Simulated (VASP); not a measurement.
Input of a VASP 6.6.1 run:

The input INCAR:

```
PREC = Accurate
ENCUT = 520
EDIFF = 1E-6
ISMEAR = -1
SIGMA = 0.05
LREAL = False
LASPH = True
NELM = 80
ALGO = Normal
ISIF = 2
LWAVE = False
LCHARG = False
GGA = PS
IVDW = 13
NBANDS = 18
```

File KPOINTS:

```
Automatic mesh
0
Gamma
  8 8 5
```

POSCAR

```
PtSe2
1.0
    3.7240000000      0.0000000000      0.0000000000
   -1.8620000000      3.2250786037      0.0000000000
    0.0000000000      0.0000000000      5.0620000000
Pt Se
1 2
Direct
    0.0000000000      0.0000000000      0.0000000000
    0.6666666667      0.3333333333      0.7500000000
    0.3333333333      0.6666666667      0.2500000000
```

Potentials or basis: VASP PAW PBE potentials, release 64 (Pt, Se).

Launch:

```bash
$ cat potpaw_PBE.64/Pt/POTCAR potpaw_PBE.64/Se/POTCAR > POTCAR
$ mpirun -np 1 vasp_std > vasp.out
```

Q: Predict the pressure.

A: 0.1 GPa.

Q: What does it give for the dispersion energy per atom?

A: -0.287 eV.

Q: What does it give for the band gap on the k mesh?

A: Zero (band 11 reaches 6.81 eV, above the bottom of band 12 at 6.48 eV).

Forces on the atoms (eV/Å):
```
Pt   0.000  0.000  0.000
Se   0.000  0.000 -0.362
Se   0.000  0.000  0.362
```

Caveat: the PAW data sets were made with another functional, which shifts forces and pressure a little; spin-orbit coupling is left out, which moves the levels of the heavy elements; pairwise dispersion overbinds metals, which lowers pressure and volume.
